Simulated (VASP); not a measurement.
# Li2TaO3 (Fmmm) in VASP: single point with PBE

Aim: the single point of Li2TaO3 with PBE.

Program: VASP 6.6.1. These are calculated values, not measurements. Logs are shortened: lines on timing, memory, paths and dates and some standing lists are left out, and cuts for length are marked.

## 1. The cell of the first run

It takes space group Fmmm (No. 69, orthorhombic). The conventional cell has a = 4.301 Å, b = 4.374 Å, c = 12.368 Å, α = 90.00°, β = 90.00°, γ = 90.00°. Li (site symmetry mm2) has 6 O at 1.97 to 2.29 Å and 4 Li at 2.69 to 2.71 Å within 2.8 Å. Within 2.6 Å of Ta (site symmetry mmm) lie 6 O at 1.93 to 2.19 Å. O (site symmetry mmm) has 4 Ta at 2.15 to 2.19 Å and 2 Li at 2.29 Å and 12 O at 2.89 to 3.07 Å within 3.1 Å. O (site symmetry mm2) has 1 Ta at 1.93 Å and 5 Li at 1.97 to 2.22 Å within 2.6 Å.

The cell was generated, and may not be a known phase.

## 2. Single point, PBE, collinear spin

INCAR reads:

```
SYSTEM = Li2TaO3
  PREC = Accurate
  ENCUT = 880
  EDIFF = 1E-6
  ISMEAR = 0
  SIGMA = 0.1
  LREAL = .FALSE.
  LASPH = .TRUE.
  NELM = 200
  ALGO = Normal
  ISIF = 2
  LWAVE = .FALSE.
  LCHARG = .FALSE.
  ISPIN = 2
  MAGMOM = 0 0 1 0 0 0
  LORBIT = 11
  LMAXMIX = 4
  GGA = PE
  NBANDS = 32
  GGA_COMPAT = .FALSE.
```

KPOINTS reads:

```
Automatic mesh
0
G
  6 6 6
  0 0 0
```

POSCAR reads:

```
Li2TaO3
1.0
    0.0000000000      2.1872132814      6.1838314864
    2.1504010343      0.0000000000      6.1838314864
    2.1504010343      2.1872132814      0.0000000000
Li Ta O
2 1 3
Direct
    0.3150096325      0.3150096325      0.6849903675
    0.6849903675      0.6849903675      0.3150096325
    0.0000000000      0.0000000000      0.0000000000
    0.5000000000      0.5000000000      0.5000000000
    0.8439688608      0.8439688608      0.1560311392
    0.1560311392      0.1560311392      0.8439688608
```

Potentials or basis: VASP PAW PBE potentials, release 64 (Li_sv, Ta_sv_GW, O).

Command:

```sh
$ cat potpaw_PBE.64/Li_sv/POTCAR potpaw_PBE.64/Ta_sv_GW/POTCAR potpaw_PBE.64/O/POTCAR > POTCAR
$ mpirun -np 1 vasp_std > vasp.out
```

OUTCAR:

```text
SYSTEM = Li2TaO3
   PREC = Accurate
   ENCUT = 880
   EDIFF = 1E-6
   ISMEAR = 0
   LREAL = .FALSE.
   LASPH = .TRUE.
   NELM = 200
   ISIF = 2
   ISPIN = 2
   LORBIT = 11
   GGA = PE

 ion  position               nearest neighbor table
   1  0.315  0.315  0.685-   6 1.97   5 2.18   5 2.18   5 2.22   5 2.22
   2  0.685  0.685  0.315-   5 1.97   6 2.18   6 2.18   6 2.22   6 2.22
   3  0.000  0.000  0.000-   5 1.93   6 1.93   4 2.15   4 2.15   4 2.19   4 2.19
   4  0.500  0.500  0.500-   3 2.15   3 2.15   3 2.19   3 2.19
   5  0.844  0.844  0.156-   3 1.93   2 1.97   1 2.18   1 2.18   1 2.22   1 2.22
   6  0.156  0.156  0.844-   3 1.93   1 1.97   2 2.18   2 2.18   2 2.22   2 2.22

  LATTYP: Found a face centered orthorhombic cell.
 ALAT       =     4.3008020686
 B/A-ratio  =     1.0171187823
 C/A-ratio  =     2.8756643006

  Lattice vectors:

 A1 = (   0.0000000000,   2.1872132814,   6.1838314864)
 A2 = (   2.1504010343,   0.0000000000,   6.1838314864)
 A3 = (   2.1504010343,   2.1872132814,   0.0000000000)

Analysis of symmetry for initial positions (statically):
=====================================================================
 Subroutine PRICEL returns:
 Original cell was already a primitive cell.

 Routine SETGRP: Setting up the symmetry group for a
 face centered orthorhombic supercell.

 Subroutine GETGRP returns: Found  8 space group operations
 (whereof  8 operations were pure point group operations)
 out of a pool of  8 trial point group operations.

The static configuration has the point symmetry D_2h.

Analysis of symmetry for dynamics (positions and initial velocities):
=====================================================================
 Subroutine PRICEL returns:
 Original cell was already a primitive cell.

 Routine SETGRP: Setting up the symmetry group for a
 face centered orthorhombic supercell.

 Subroutine GETGRP returns: Found  8 space group operations
 (whereof  8 operations were pure point group operations)
 out of a pool of  8 trial point group operations.

The dynamic configuration has the point symmetry D_2h.

Analysis of structural, dynamic, and magnetic symmetry:
=====================================================================
 Subroutine PRICEL returns:
 Original cell was already a primitive cell.

 Routine SETGRP: Setting up the symmetry group for a
 face centered orthorhombic supercell.

 Subroutine GETGRP returns: Found  8 space group operations
 (whereof  8 operations were pure point group operations)
 out of a pool of  8 trial point group operations.

The overall configuration has the point symmetry D_2h.

 Subroutine INISYM returns: Found  8 space group operations
 (whereof  8 operations are pure point group operations),
 and found     1 'primitive' translations

----------------------------------------------------------------------------------------

                                     Primitive cell

  volume of cell :      58.1699

  direct lattice vectors                    reciprocal lattice vectors
     0.000000000  2.187213281  6.183831486    -0.232514769  0.228601392  0.080856020
     2.150401034  0.000000000  6.183831486     0.232514769 -0.228601392  0.080856020
     2.150401034  2.187213281  0.000000000     0.232514769  0.228601392 -0.080856020

  length of vectors
     6.559243386  6.547060139  3.067266951     0.335945546  0.335945546  0.335945546

  position of ions in fractional coordinates (direct lattice)
     0.315009633  0.315009633  0.684990367
     0.684990367  0.684990367  0.315009633
     0.000000000  0.000000000  0.000000000
     0.500000000  0.500000000  0.500000000
     0.843968861  0.843968861  0.156031139
     0.156031139  0.156031139  0.843968861

  ion indices of the primitive-cell ions
   primitive index   ion index
                 1           1
                 2           2
                 3           3
                 4           4
                 5           5
[... 34 lines left out ...]
  0.166667  0.166667  0.000000      2.000000
  0.333333  0.166667 -0.000000      8.000000
[... 16 lines left out ...]
 -0.166667  0.166667  0.166667      8.000000
  0.500000  0.333333  0.166667      4.000000
 [... further k-points ...]
   k-points           NKPTS =     46   k-points in BZ     NKDIM =     46   number of bands    NBANDS=     32
   number of dos      NEDOS =    301   number of ions     NIONS =      6
   total plane-waves  NPLWV = 122880
   dimension x,y,z NGX =    64 NGY =   64 NGZ =   30
   dimension x,y,z NGXF=   128 NGYF=  128 NGZF=   60
   ions per type =               2   1   3
   NGX,Y,Z   is equivalent  to a cutoff of  16.22, 16.25, 16.26 a.u.
   NGXF,Y,Z  is equivalent  to a cutoff of  32.44, 32.50, 32.52 a.u.
 SYSTEM =  Li2TaO3
   PREC   = accura    normal or accurate (medium, high low for compatibility)
   ISTART =      0    job   : 0-new  1-cont  2-samecut
   ICHARG =      2    charge: 1-file 2-atom 10-const
   ISPIN  =      2    spin polarized calculation?
   LNONCOLLINEAR =      F non collinear calculations
   LSORBIT =      F    spin-orbit coupling
   LASPH  =      T    aspherical Exc in radial PAW
   ENCUT  =  880.0 eV  64.68 Ry    8.04 a.u.  15.87 15.84  7.42*2*pi/ulx,y,z
   NELM   =    200;   NELMIN=  2; NELMDL= -5     # of ELM steps
   EDIFF  = 0.1E-05   stopping-criterion for ELM
   LREAL  =      F    real-space projection
   EDIFFG = 0.1E-04   stopping-criterion for IOM
   NSW    =      0    number of steps for IOM
   IBRION =     -1    ionic relax: 0-MD 1-quasi-New 2-CG
   NFREE  =      0    steps in history (QN), initial steepest desc. (CG)
   ISIF   =      2    stress and relaxation
   ISYM   =      2    0-nonsym 1-usesym 2-fastsym
   POTIM  = 0.5000    time-step for ionic-motion
   TEBEG  =    0.0;   TEEND  =   0.0 temperature during run
   PSTRESS=    0.0 pullay stress
   NELECT =      37.0000    total number of electrons
   NUPDOWN=      -1.0000    fix difference up-down
   EMIN   =  10.00;   EMAX   =-10.00  energy-range for DOS
   EFERMI =   0.00;   METHOD = LEGACY
   ISMEAR =     0;   SIGMA  =   0.10  broadening in eV -4-tet -1-fermi 0-gaus
   EFERMI_NEDOS =   21; number of points for ismear=-14 and -15
   IALGO  =     38    algorithm
   IMIX   =      4    mixing-type and parameters
     AMIX     =   0.40;   BMIX     =  1.00
     AMIX_MAG =   1.60;   BMIX_MAG =  1.00
  volume/ion in A,a.u.               =       9.69        65.42
  Fermi-wavevector in a.u.,A,eV,Ry     =   1.407914  2.660571 26.969749  1.982221
  Thomas-Fermi vector in A             =   2.530124
   LORBIT       =     11    0 simple, 1 ext, 2 COOP (PROOUT), +10 PAW based schemes
   GGA     = PE    functional components
   LHFCALC =     F    Hartree Fock is set to
   AEXX    =    0.0000 exact exchange contribution
   IVDW    =     0    specifies the selected vdW correction
   LEPSILON=     F    determine dielectric tensor
   LRPA    =     F    only Hartree local field effects (RPA)
 spin polarized calculation
 Gauss-broadening in eV      SIGMA  =   0.10
  energy-cutoff  :      880.00
  volume of cell :       58.17
 maximum number of plane-waves:      3506
   NGX = 31   NGY = 31   NGZ = 15

 number of electron      37.0000003 magnetization       0.1244214

 Free energy of the ion-electron system (eV)
  ---------------------------------------------------
  ext. energy  EPLUGINS =         0.00000000
  ---------------------------------------------------
  free energy    TOTEN  =       -46.66401173 eV

  energy without entropy =      -46.65641114  energy(sigma->0) =      -46.66021144

 E-fermi :   7.4665     XC(G=0): -11.1220

 val. band max:        7.4663950228   @ k =  -0.3333   0.3333   0.1667
 cond. band min:       7.4838964824   @ k =  -0.3333   0.1667   0.5000
 fundamental gap:      0.0175014597
 Fermi energy:         7.4664699657

 spin component 1

 k-point     1 :       0.0000    0.0000    0.0000
  band No.  band energies     occupation
      1     -62.8056      1.00000
      2     -38.7695      1.00000
      3     -38.7177      1.00000
      4     -29.4411      1.00000
      5     -29.1163      1.00000
      6     -29.1158      1.00000
[... 781 lines left out ...]
     29      18.8292      0.00000
     30      19.0290      0.00000

 [... further k-points ...]

 spin component 2

 k-point     1 :       0.0000    0.0000    0.0000
  band No.  band energies     occupation
      1     -62.7630      1.00000
      2     -38.7696      1.00000
      3     -38.7178      1.00000
      4     -29.4166      1.00000
      5     -29.0419      1.00000
      6     -29.0412      1.00000
[... 781 lines left out ...]
     29      18.8571      0.00000
     30      19.0298      0.00000

 [... further k-points ...]

 [bands above 30 left out]

------------------------ aborting loop because EDIFF is reached ----------------------------------------

  FORCE on cell =-STRESS in cart. coord.  units (eV):
  Direction    XX          YY          ZZ          XY          YZ          ZX
  --------------------------------------------------------------------------------------
  -------------------------------------------------------------------------------------
  Total        0.3465493     -0.4021514      0.0681530      0.0000000      0.0000000      0.0000000
  in kB        9.5450309    -11.0764833      1.8771420      0.0000000      0.0000000      0.0000000
  external PRESSURE =       0.1152299 kB  Pullay stress =       0.0000000 kB

 VOLUME and BASIS-vectors are now :
 -----------------------------------------------------------------------------
  energy-cutoff  :      880.00
  volume of cell :       58.17
      direct lattice vectors                 reciprocal lattice vectors
     0.000000000  2.187213281  6.183831486    -0.232514769  0.228601392  0.080856020
     2.150401034  0.000000000  6.183831486     0.232514769 -0.228601392  0.080856020
     2.150401034  2.187213281  0.000000000     0.232514769  0.228601392 -0.080856020

 POSITION                                       TOTAL-FORCE (eV/Angst)
 -----------------------------------------------------------------------------------
      2.15040      2.18721      3.89593         0.000000     -0.000000      0.000831
      2.15040      2.18721      8.47173         0.000000     -0.000000     -0.000831
      0.00000      0.00000      0.00000         0.000000     -0.000000     -0.000000
      2.15040      2.18721      6.18383         0.000000      0.000000     -0.000000
      2.15040      2.18721     10.43792         0.000000     -0.000000     -0.069752
      2.15040      2.18721      1.92974         0.000000     -0.000000      0.069752
 -----------------------------------------------------------------------------------
    total drift:                                0.000000      0.000000      0.000000

  FREE ENERGIE OF THE ION-ELECTRON SYSTEM (eV)
  ---------------------------------------------------
  free  energy   TOTEN  =       -46.6640117290 eV

  energy  without entropy=      -46.6564111416  energy(sigma->0) =      -46.66021144

 total charge

# of ion       s       p       d       f       tot
--------------------------------------------------
    1        2.017   0.050   0.000   0.000   2.067
    2        2.017   0.050   0.000   0.000   2.067
    3        2.995   6.077   2.232   0.194  11.497
    4        1.542   3.526   0.000   0.000   5.068
    5        1.556   3.490   0.000   0.000   5.046
    6        1.556   3.490   0.000   0.000   5.046
--------------------------------------------------
tot         11.683  16.682   2.232   0.194  30.792

 magnetization (x)

# of ion       s       p       d       f       tot
--------------------------------------------------
    1       -0.000  -0.000   0.000   0.000  -0.000
    2       -0.000  -0.000   0.000   0.000  -0.000
    3        0.000   0.000   0.087   0.002   0.090
    4        0.000   0.013   0.000   0.000   0.013
    5       -0.000  -0.002   0.000   0.000  -0.002
    6       -0.000  -0.002   0.000   0.000  -0.002
--------------------------------------------------
tot          0.001   0.010   0.087   0.002   0.099
```

Run time: 12 min. Hardware: 1 thread of AMD EPYC 9R45 (Zen 5), shared host; peak memory 0.61 GiB.

Results:

```
Free energy                                           : -46.6640 eV
Pressure                                              : 0.0 GPa
Largest force                                         : 0.070 eV/Å
Net moment                                            : 0.12 μB per cell
Site moments                                          : Li -0.00; Ta +0.09; O +0.01, -0.00 (each value once) μB
Valence electrons inside the program's atomic spheres : Li 2.07; Ta 11.50; O 5.07, 5.05 (each value once)
```

Forces on the atoms (eV/Å):
```
Li   0.000  0.000  0.001
Li   0.000  0.000 -0.001
Ta   0.000  0.000  0.000
O    0.000  0.000  0.000
O    0.000  0.000 -0.070
O    0.000  0.000  0.070
```

Stress tensor (GPa, compression positive):
```
 0.95  0.00  0.00
 0.00 -1.11  0.00
 0.00  0.00  0.19
```

Caveat: spin-orbit coupling is left out, which moves the levels of the heavy elements.
